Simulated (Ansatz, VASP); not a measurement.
**Two plane-wave programs on N**

```
CELL_PARAMETERS angstrom
0.00000 1.55381 1.55381
1.55381 0.00000 1.55381
1.55381 1.55381 0.00000
ATOMIC_POSITIONS crystal
N 0.00000 0.00000 0.00000
```

Alike in both runs: task single point; functional r2SCAN; k mesh 10 × 10 × 10; occupations gaussian, width 0.1 eV; no spin polarisation.

|  | VASP | Ansatz |
| --- | --- | --- |
| version | VASP 6.6.1 | Ansatz 0.2.0 |
| potentials or method | VASP PAW PBE potentials, release 64 (N), cutoff 660 eV | scalar-relativistic, plane waves, PAW |
| valence electrons in the cell | 5 | 5 |

VASP gave:

* gap on the k mesh at the Fermi level (eV): none
* pressure (GPa): 0.2

Question: Estimate Ansatz's values.

Answer: gap on the k mesh at the Fermi level (eV): none; pressure (GPa): 0.3.

VASP's potentials were made for PBE, not for r2SCAN. A gap of «none» marks a metal or a gap that the smearing closes.
